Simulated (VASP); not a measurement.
A run of VASP 6.6.1:

Contents of INCAR:

```
SYSTEM = Sr9Ti7O24
PREC = Accurate
ENCUT = 520
EDIFF = 1E-6
ISMEAR = -1
SIGMA = 0.05
LREAL = Auto
LASPH = .True.
NELM = 150
ALGO = Normal
ISIF = 2
LWAVE = .False.
LCHARG = .True.
ISPIN = 2
MAGMOM = 0 0 0 0 0 0 0 0 0.143 0 0 0 0 0 0 0 0.143 0.143 0 0 0 0 0 0 0.143 0 0 0 0.143 0 0 0 0.143 0 0.143 0 0 0 0 0
LORBIT = 11
LMAXMIX = 4
GGA = PS
LELF = .True.
LVHAR = .True.
NBANDS = 189
NELECT = 319.0
ISYM = 0
```

Contents of KPOINTS:

```
Automatic mesh
0
Gamma
  1 1 1
  0.25 0.25 0.25
```

POSCAR

```
Sr9Ti7O24
1.0
    7.7828210000      0.0000000000      0.0000000000
    0.0000000000      7.7828210000      0.0000000000
    0.0000000000      0.0000000000      7.7828210000
Sr Ti O
9 7 24
Direct
    0.0068790000      0.0074990000      0.0071190000
    0.9953650000      0.0067350000      0.5155910000
    0.0064920000      0.5159790000      0.9950620000
    0.9915760000      0.5129270000      0.5149360000
    0.5152440000      0.9957850000      0.0058400000
    0.5147780000      0.9917630000      0.5120100000
    0.5121020000      0.5158580000      0.9914860000
    0.5116440000      0.5126010000      0.5120890000
    0.2534260000      0.2538840000      0.2536500000
    0.2616370000      0.2589740000      0.7498460000
    0.2583320000      0.7498640000      0.2614930000
    0.2559980000      0.7598950000      0.7555660000
    0.7495930000      0.2624100000      0.2582800000
    0.7554400000      0.2567100000      0.7585130000
    0.7588440000      0.7562030000      0.2560250000
    0.7562810000      0.7569300000      0.7562870000
    0.2753330000      0.1852000000      0.9704300000
    0.1792310000      0.2747110000      0.5283880000
    0.2466240000      0.7904480000      0.9896600000
    0.2582880000      0.7040000000      0.4993190000
    0.7032300000      0.2581650000      0.9922780000
    0.7834890000      0.2512490000      0.5004250000
    0.7546780000      0.7432640000      0.0000540000
    0.7445650000      0.7535030000      0.5030980000
    0.9703720000      0.2766060000      0.1850790000
    0.9898570000      0.2474070000      0.7893430000
    0.9922480000      0.7031390000      0.2571380000
    0.9999640000      0.7551680000      0.7426250000
    0.5282810000      0.1796600000      0.2737230000
    0.4995430000      0.2587360000      0.7042310000
    0.5004530000      0.7842300000      0.2504550000
    0.5032070000      0.7451020000      0.7528840000
    0.1851330000      0.9707110000      0.2762760000
    0.2576440000      0.9927250000      0.7018910000
    0.2742450000      0.5285140000      0.1793950000
    0.2508830000      0.5007750000      0.7839390000
    0.7895720000      0.9904380000      0.2469600000
    0.7427800000      0.0006420000      0.7546660000
    0.7040210000      0.5000120000      0.2585310000
    0.7529720000      0.5037010000      0.7444460000
```

Potentials or basis: VASP PAW PBE potentials, release 64 (Sr_sv, Ti_sv, O).

Launch:

```bash
$ cat potpaw_PBE.64/Sr_sv/POTCAR potpaw_PBE.64/Ti_sv/POTCAR potpaw_PBE.64/O/POTCAR > POTCAR
$ mpirun -np 1 vasp_std > vasp.out
```

Hardware: 1 thread of Intel(R) Xeon(R) Platinum 8259CL CPU @ 2.50GHz (Skylake/Cascade Lake), with other jobs on the host.

Task: How long does it take, and how much memory?

Result: Run time: 35 min on 1 thread of Intel(R) Xeon(R) Platinum 8259CL CPU @ 2.50GHz (Skylake/Cascade Lake), with other jobs on the host, peak memory 0.94 GiB. Counts: scf iterations 23, k points 4.
